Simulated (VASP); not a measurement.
Set up this calculation in VASP 6.6.1, as the native input.

- Task: relaxation of cell and atoms
- Functional: LDA
- Potentials or basis: VASP PAW LDA potentials, release 64 (B, N)
- Cutoff: 600 eV
- k mesh: 12 × 12 × 6
- Occupations: fermi-dirac, width 0.02 eV
- Spin: no spin polarisation
- Dipole correction: no
- Further INCAR settings: ALGO = Normal; EDIFF = 1e-06; IBRION = 2; EDIFFG = -0.005; NSW = 80; ISIF = 3

The structure of BN lies in POSCAR:

```
BN
1.0
    2.5545044022      0.0000000000      0.0000000000
   -1.2772522011      2.2122657064      0.0000000000
    0.0000000000      0.0000000000      4.2245317495
B N
2 2
Direct
    0.6666666667      0.3333333333      0.0001896643
    0.3333333333      0.6666666667      0.5001896643
    0.6666666667      0.3333333333      0.3748103357
    0.3333333333      0.6666666667      0.8748103357
```

One way to write it, as run:

INCAR

```
ALGO     = Normal         # electronic algorithm
EDIFF    = 1E-6           # SCF threshold, eV
EDIFFG   = -0.005         # ionic threshold
ENCUT    = 600            # plane-wave cutoff, eV
GGA      = CA             # functional
IBRION   = 2              # ionic algorithm
ISIF     = 3              # what is computed and relaxed
ISMEAR   = -1             # smearing method
LASPH    = True           # aspherical terms in the spheres
LCHARG   = False          # write CHGCAR
LREAL    = False          # projectors in reciprocal space
LWAVE    = False          # write WAVECAR
NELM     = 80             # most SCF steps
NSW      = 80             # ionic steps
PREC     = Accurate       # precision mode
SIGMA    = 0.02           # smearing width, eV
```

KPOINTS

```
k-points
0
Gamma
  12 12 6
```

Potentials or basis: VASP PAW LDA potentials, release 64 (B, N).

Launch:

```console
$ cat potpaw_LDA.64/B/POTCAR potpaw_LDA.64/N/POTCAR > POTCAR
$ mpirun -np 1 vasp_std > vasp.out
```

Results of the run:

```yaml
Relaxed_volume: 5.76 Å³/atom
Relaxed_cell: a = 2.525 Å, b = 2.525 Å, c = 4.177 Å, α = 90.00°, β = 90.00°, γ = 120.00°
Space_group_after_relaxing_to_0.05_Å: P6_3mc (No. 186)
Energy_gained_by_relaxing: 8.6 meV/atom
Ionic_steps: 8
Pressure_after_relaxing: 0.0 GPa
Band_gap_on_the_k_mesh: 4.91 eV, indirect (least direct gap 8.27 eV)
```

Wall time 99 s on 1 thread of AMD EPYC 7R43 64-Core Processor (Zen 3), with other jobs on the host, peak memory 0.1 GiB.
